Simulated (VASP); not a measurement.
# Pt (P6_3/mmc) in VASP: further runs

Runs on Pt. Level: r2SCAN. Tasks: single point.

All numbers are computed with VASP 6.6.1; they aren't measurements. Logs are shortened: lines on timing, memory, paths and dates and some standing lists are left out, and cuts for length are marked.

### Step 1. The cell of the first run

It takes space group P6_3/mmc (No. 194, hexagonal). The conventional cell has a = 2.713 Å, b = 2.713 Å, c = 4.698 Å, α = 90.00°, β = 90.00°, γ = 120.00°. Pt (site symmetry -6m2) has 12 Pt at 2.71 to 2.82 Å within 3.6 Å.

### Step 2. Single point, r2SCAN

POSCAR reads:

```
Pt
1.0
    2.7129389203      0.0000000000      0.0000000000
   -1.3564694602      2.3494740239      0.0000000000
    0.0000000000      0.0000000000      4.6979405710
Pt
2
Direct
    0.6666666667      0.3333333333      0.7500000000
    0.3333333333      0.6666666667      0.2500000000
```

INCAR.step1 reads:

```
  PREC = Accurate
  ENCUT = 520
  ISMEAR = 1
  SIGMA = 0.1
  LREAL = F
  LASPH = T
  NELM = 100
  NBANDS = 17
  GGA = PE
  ALGO = Normal
  EDIFF = 1E-4
  LWAVE = T
  LCHARG = F
```

INCAR.step2 reads:

```
  PREC = Accurate
  ENCUT = 520
  EDIFF = 1E-6
  ISMEAR = 1
  SIGMA = 0.1
  LREAL = F
  LASPH = T
  NELM = 100
  ALGO = Normal
  ISIF = 2
  LWAVE = F
  LCHARG = F
  METAGGA = R2SCAN
  LMIXTAU = T
  NBANDS = 17
  ISTART = 1
```

KPOINTS reads:

```
regular mesh
0
Gamma
  14 14 7
```

Potentials or basis: VASP PAW PBE potentials, release 64 (Pt).

Launch:

```
$ cat potpaw_PBE.64/Pt/POTCAR > POTCAR
$ cp INCAR.step1 INCAR
$ mpirun -np 1 vasp_std > vasp.out
$ cp INCAR.step2 INCAR
$ mpirun -np 1 vasp_std > vasp.out
```

OUTCAR:

```text
PREC = Accurate
   ENCUT = 520
   EDIFF = 1E-6
   ISMEAR = 1
   LREAL = F
   LASPH = T
   NELM = 100
   ISIF = 2
   METAGGA = R2SCAN
   ISTART = 1

 ion  position               nearest neighbor table
   1  0.667  0.333  0.750-   2 2.82   2 2.82   2 2.82   2 2.82   2 2.82   2 2.82
   2  0.333  0.667  0.250-   1 2.82   1 2.82   1 2.82   1 2.82   1 2.82   1 2.82

  LATTYP: Found a hexagonal cell.
 ALAT       =     2.7129389203
 C/A-ratio  =     1.7316794476

  Lattice vectors:

 A1 = (   2.7129389203,   0.0000000000,   0.0000000000)
 A2 = (  -1.3564694602,   2.3494740239,   0.0000000000)
 A3 = (   0.0000000000,   0.0000000000,   4.6979405710)

Analysis of symmetry for initial positions (statically):
=====================================================================
 Subroutine PRICEL returns:
 Original cell was already a primitive cell.

 Routine SETGRP: Setting up the symmetry group for a
 hexagonal supercell.

 Subroutine GETGRP returns: Found 24 space group operations
 (whereof 12 operations were pure point group operations)
 out of a pool of 24 trial point group operations.

The static configuration has the point symmetry D_3d.
 The point group associated with its full space group is D_6h.

Analysis of symmetry for dynamics (positions and initial velocities):
=====================================================================
 Subroutine PRICEL returns:
 Original cell was already a primitive cell.

 Routine SETGRP: Setting up the symmetry group for a
 hexagonal supercell.

 Subroutine GETGRP returns: Found 24 space group operations
 (whereof 12 operations were pure point group operations)
 out of a pool of 24 trial point group operations.

The dynamic configuration has the point symmetry D_3d.
 The point group associated with its full space group is D_6h.

 Subroutine INISYM returns: Found 24 space group operations
 (whereof 12 operations are pure point group operations),
 and found     1 'primitive' translations

----------------------------------------------------------------------------------------

                                     Primitive cell

  volume of cell :      29.9446

  direct lattice vectors                    reciprocal lattice vectors
     2.712938920  0.000000000  0.000000000     0.368603949  0.212813589  0.000000000
    -1.356469460  2.349474024  0.000000000     0.000000000  0.425627179  0.000000000
[... 78 lines left out ...]
   ICHARG =      0    charge: 1-file 2-atom 10-const
   ISPIN  =      1    spin polarized calculation?
   LNONCOLLINEAR =      F non collinear calculations
   LSORBIT =      F    spin-orbit coupling
   LASPH  =      T    aspherical Exc in radial PAW
   ENCUT  =  520.0 eV  38.22 Ry    6.18 a.u.   5.04  5.04  8.74*2*pi/ulx,y,z
   NELM   =    100;   NELMIN=  2; NELMDL=  0     # of ELM steps
   EDIFF  = 0.1E-05   stopping-criterion for ELM
   LREAL  =      F    real-space projection
   EDIFFG = 0.1E-04   stopping-criterion for IOM
   NSW    =      0    number of steps for IOM
   IBRION =     -1    ionic relax: 0-MD 1-quasi-New 2-CG
   NFREE  =      0    steps in history (QN), initial steepest desc. (CG)
   ISIF   =      2    stress and relaxation
   ISYM   =      2    0-nonsym 1-usesym 2-fastsym
   POTIM  = 0.5000    time-step for ionic-motion
   TEBEG  =    0.0;   TEEND  =   0.0 temperature during run
   PSTRESS=    0.0 pullay stress
   NELECT =      20.0000    total number of electrons
   NUPDOWN=      -1.0000    fix difference up-down
   EMIN   =  10.00;   EMAX   =-10.00  energy-range for DOS
   EFERMI =   0.00;   METHOD = LEGACY
   ISMEAR =     1;   SIGMA  =   0.10  broadening in eV -4-tet -1-fermi 0-gaus
   EFERMI_NEDOS =   21; number of points for ismear=-14 and -15
   IALGO  =     38    algorithm
   IMIX   =      4    mixing-type and parameters
     AMIX     =   0.40;   BMIX     =  1.00
     AMIX_MAG =   1.60;   BMIX_MAG =  1.00
  volume/ion in A,a.u.               =      14.97       101.04
  Fermi-wavevector in a.u.,A,eV,Ry     =   1.431019  2.704234 27.862224  2.047816
  Thomas-Fermi vector in A             =   2.550801
   LORBIT       =      0    0 simple, 1 ext, 2 COOP (PROOUT), +10 PAW based schemes
   METAGGA = R2SCAN    functional components
   LHFCALC =     F    Hartree Fock is set to
   AEXX    =    0.0000 exact exchange contribution
   IVDW    =     0    specifies the selected vdW correction
   LEPSILON=     F    determine dielectric tensor
   LRPA    =     F    only Hartree local field effects (RPA)
 non-spin polarized calculation
 Methfessel and Paxton  Order N= 1 SIGMA  =   0.10
  energy-cutoff  :      520.00
  volume of cell :       29.94
 maximum number of plane-waves:       829
   NGX = 11   NGY = 11   NGZ = 17

 number of electron      20.0000002 magnetization

 Free energy of the ion-electron system (eV)
  ---------------------------------------------------
  ext. energy  EPLUGINS =         0.00000000
  ---------------------------------------------------
  free energy    TOTEN  =      -102.85840837 eV

  energy without entropy =     -102.85881844  energy(sigma->0) =     -102.85854506

 E-fermi :  11.0952     XC(G=0): -14.6784

 val. band max:       11.0856258105   @ k =   0.4286   0.0000   0.0000
 cond. band min:      11.0974245633   @ k =   0.2143   0.1429   0.2857
 fundamental gap:      0.0117987527
 Fermi energy:        11.0952313669

 k-point     1 :       0.0000    0.0000    0.0000
  band No.  band energies     occupation
      1       0.5734      2.00000
      2       3.2938      2.00000
      3       6.7231      2.00000
      4       7.2709      2.00000
      5       7.2709      2.00000
      6       7.6849      2.00000
[... 457 lines left out ...]
      4       6.5120      2.00000
      5       6.9384      2.00000
      6       7.0718      2.00000
[... 9 lines left out ...]
     16      24.0473      0.00000
     17      25.7257      0.00000

 [... further k-points ...]
[... 5 lines left out ...]
  --------------------------------------------------------------------------------------
  -------------------------------------------------------------------------------------
  Total        1.6567426      1.6567426      1.6177074     -0.0000000      0.0000000     -0.0000000
  in kB       88.6436088     88.6436088     86.5550443     -0.0000000      0.0000000     -0.0000000
  external PRESSURE =      87.9474206 kB  Pullay stress =       0.0000000 kB

 VOLUME and BASIS-vectors are now :
 -----------------------------------------------------------------------------
  energy-cutoff  :      520.00
  volume of cell :       29.94
      direct lattice vectors                 reciprocal lattice vectors
     2.712938920  0.000000000  0.000000000     0.368603949  0.212813589  0.000000000
    -1.356469460  2.349474024  0.000000000     0.000000000  0.425627179  0.000000000
     0.000000000  0.000000000  4.697940571     0.000000000  0.000000000  0.212859227

 POSITION                                       TOTAL-FORCE (eV/Angst)
 -----------------------------------------------------------------------------------
      1.35647      0.78316      3.52346         0.000000     -0.000000      0.000000
     -0.00000      1.56632      1.17449        -0.000000      0.000000      0.000000
 -----------------------------------------------------------------------------------
    total drift:                               -0.000000      0.000000     -0.000000

  FREE ENERGIE OF THE ION-ELECTRON SYSTEM (eV)
  ---------------------------------------------------
  free  energy   TOTEN  =      -102.8584083672 eV

  energy  without entropy=     -102.8588184414  energy(sigma->0) =     -102.85854506
```

Run time: 93 s. Hardware: 1 thread of AMD EPYC 9R45 (Zen 5), shared host; peak memory 0.14 GiB.

Results:

| Quantity | Value |
| --- | --- |
| Free energy | -102.8584 eV |
| Pressure | 8.8 GPa |
| Band gap on the k mesh | zero (band 10 reaches 11.69 eV, above the bottom of band 11 at 10.26 eV) |

Stress tensor (GPa, compression positive):
```
8.86 0.00 0.00
0.00 8.86 0.00
0.00 0.00 8.66
```

Levels at points of the mesh, in eV from the Fermi level:
```csv
k point,band 6,band 7,band 8,band 9,band 10,band 11,band 12,band 13,band 14,band 15
"(0.00, 0.00, 0.00)",-3.41,-3.41,-2.07,-2.07,-0.74,-0.27,-0.27,5.37,16.00,16.62
"(0.50, 0.00, 0.00)",-3.23,-2.82,-0.01,0.36,0.59,2.57,4.19,8.01,9.61,10.60
```

Caveat: the PAW data sets were made with another functional, which shifts forces and pressure a little; spin-orbit coupling is left out, which moves the levels of the heavy elements.

### Step 3. Single point, r2SCAN

This run uses another cell than the first one, of 15.07 Å³/atom, 1.007 times its volume.

POSCAR reads:

```
Pt
1.0
    2.7179728532      0.0000000000      0.0000000000
   -1.3589864266      2.3538335376      0.0000000000
    0.0000000000      0.0000000000      4.7115642558
Pt
2
Direct
    0.6666666667      0.3333333333      0.7500000000
    0.3333333333      0.6666666667      0.2500000000
```

INCAR.step1 reads:

```
PREC = Accurate
ENCUT = 520
ISMEAR = 1
SIGMA = 0.1
LREAL = False
LASPH = True
NELM = 60
NBANDS = 17
GGA = PE
ALGO = Normal
EDIFF = 1E-4
LWAVE = True
LCHARG = False
```

INCAR.step2 reads:

```
PREC = Accurate
ENCUT = 520
EDIFF = 1E-6
ISMEAR = 1
SIGMA = 0.1
LREAL = False
LASPH = True
NELM = 60
ALGO = Normal
ISIF = 2
LWAVE = False
LCHARG = True
METAGGA = R2SCAN
LMIXTAU = True
LELF = True
LVHAR = True
NBANDS = 17
ISTART = 1
```

KPOINTS reads:

```
Automatic mesh
0
Gamma
  14 14 7
```

Potentials or basis: VASP PAW PBE potentials, release 64 (Pt).

Launch:

```
$ cat potpaw_PBE.64/Pt/POTCAR > POTCAR
$ cp INCAR.step1 INCAR
$ mpirun -np 1 vasp_std > vasp.out
$ cp INCAR.step2 INCAR
$ mpirun -np 1 vasp_std > vasp.out
```

It took 82 s on 1 thread of AMD EPYC 9R45 (Zen 5), shared host; peak memory 0.14 GiB.

Results (log left out):

```yaml
Free_energy: -102.8681 eV
Pressure: 6.8 GPa
Band_gap_on_the_k_mesh: zero (band 10 reaches 11.56 eV, above the bottom of band 11 at 10.14 eV)
```

Stress tensor (GPa, compression positive):
```
6.90 0.00 0.00
0.00 6.90 0.00
0.00 0.00 6.68
```

Levels at points of the mesh, in eV from the Fermi level:
```
           k point  band 8  band 9  band 10  band 11  band 12  band 13
(0.00, 0.00, 0.00)   -2.04   -2.04    -0.71    -0.27    -0.27     5.30
(0.50, 0.00, 0.00)   -0.02    0.36     0.59     2.56     4.17     7.97
```

Caveat: the PAW data sets were made with another functional, which shifts forces and pressure a little; spin-orbit coupling is left out, which moves the levels of the heavy elements.
